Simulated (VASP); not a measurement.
A run of VASP 6.6.1 is set up as follows.

INCAR

```
SYSTEM = Ti6H
PREC = Accurate
ENCUT = 520
EDIFF = 1E-6
ISMEAR = 0
SIGMA = 0.1
LREAL = .FALSE.
LASPH = .TRUE.
NELM = 60
ALGO = Normal
ISIF = 2
LWAVE = .FALSE.
LCHARG = .FALSE.
LDIPOL = .TRUE.
IDIPOL = 3
DIPOL = 0.5 0.5 0.356
GGA = PE
NBANDS = 46
```

KPOINTS

```
Automatic mesh
0
G
  9 6 1
  0 0 0
```

File POSCAR:

```
Ti6H
1.0
    2.9381632083      0.0000000000      0.0000000000
    0.0000000000      4.6504654186      0.0000000000
    0.0000000000      0.0000000000     21.2842241985
Ti H
6 1
Direct
    0.0000000000      0.7500000000      0.1879326191
    0.5000000000      0.2500000000      0.2277825405
    0.5000000000      0.7500000000      0.3074823831
    0.0000000000      0.2500000000      0.3461291997
    0.0000000000      0.7500000000      0.4220680059
    0.5000000000      0.2500000000      0.4596937200
    0.6666666667      0.2500000000      0.5380220869
```

Potentials or basis: VASP PAW PBE potentials, release 64 (Ti_sv, H).

Run with:

```bash
$ cat potpaw_PBE.64/Ti_sv/POTCAR potpaw_PBE.64/H/POTCAR > POTCAR
$ mpirun -np 1 vasp_std > vasp.out
```

Task: Estimate the band gap on the k mesh.

Result: Zero (an odd number of electrons rules out a gap without spin polarisation).

Task: What does it give for the largest force?

Result: 0.684 eV/Å.

Forces in eV/Å, atoms in the order of the input:
```
Ti  -0.014  0.000  0.275
Ti   0.020  0.000  0.077
Ti   0.014  0.000 -0.316
Ti   0.020  0.000 -0.101
Ti  -0.145  0.000 -0.275
Ti  -0.579  0.000  0.326
H    0.684  0.000  0.015
```
